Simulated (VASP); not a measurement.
# MoS2: single point with PBE+D4

**Measured values to compare with.**

“Multiwavelength excitation Raman Scattering Analysis of bulk and 2 dimensional MoS2: Vibrational properties of atomically thin MoS2 layers”, 2015, arxiv:1506.03228 reports, for a bulk crystal of MoS2 at 300 K: band gap 1.3 eV (indirect).

Crystal: MoS2.

```
CELL_PARAMETERS angstrom
3.16900 0.00000 0.00000
-1.58450 2.74443 0.00000
0.00000 0.00000 12.32400
ATOMIC_POSITIONS crystal
Mo 0.66667 0.33333 0.75000
Mo 0.33333 0.66667 0.25000
S 0.66667 0.33333 0.37700
S 0.33333 0.66667 0.87700
S 0.66667 0.33333 0.12300
S 0.33333 0.66667 0.62300
```

```yaml
Program: VASP 6.6.1
Task: single point
Functional: PBE
Dispersion: D4
Potentials_or_basis: VASP PAW PBE potentials, release 64 (Mo_sv, S)
Cutoff: 520 eV
k_mesh: 10 × 10 × 3
Occupations: fermi-dirac, width 0.05 eV
Spin: no spin polarisation
```

```yaml
Pressure: -1.7 GPa
Largest_force: 0.097 eV/Å
Band_gap_on_the_k_mesh: 0.94 eV, indirect (least direct gap 1.87 eV)
Dispersion_energy_per_atom: -0.424 eV
```

Forces in eV/Å, atoms in the order of the input:
```
Mo   0.000  0.000  0.000
Mo   0.000  0.000  0.000
S    0.000  0.000 -0.097
S    0.000  0.000 -0.097
S    0.000  0.000  0.097
S    0.000  0.000  0.097
```

Stress tensor (GPa, compression positive):
```
-1.80  0.00  0.00
 0.00 -1.80  0.00
 0.00  0.00 -1.57
```

Levels at points of the mesh, in eV from the valence-band top:
| k point | band 22 | band 23 | band 24 | band 25 | band 26 | band 27 | band 28 | band 29 | band 30 | band 31 |
| --- | --- | --- | --- | --- | --- | --- | --- | --- | --- | --- |
| (0.00, 0.00, 0.00) | -2.12 | -2.12 | -1.18 | -1.14 | 0.00 | 2.11 | 2.11 | 2.14 | 2.14 | 2.27 |
| (0.50, 0.00, 0.00) | -2.48 | -1.72 | -1.52 | -1.39 | -1.27 | 1.61 | 1.66 | 2.01 | 2.27 | 2.87 |

Wall time 40 s on 1 thread of Intel(R) Xeon(R) 6975P-C (Granite Rapids), on a shared host, peak memory 0.26 GiB.

Against the measured gap of MoS2, 1.3 eV (indirect; 300 K; “Multiwavelength excitation Raman Scattering Analysis of bulk and 2 dimensional MoS2: Vibrational properties of atomically thin MoS2 layers”, 2015, arxiv:1506.03228), the calculated 0.94 eV is off by -0.36 eV. Spin-orbit coupling on Mo is left out. The value is that of PBE+D4 on a finite k mesh, which can miss the band edges, without temperature or zero-point motion. Semilocal functionals fall short of measured gaps as a rule.
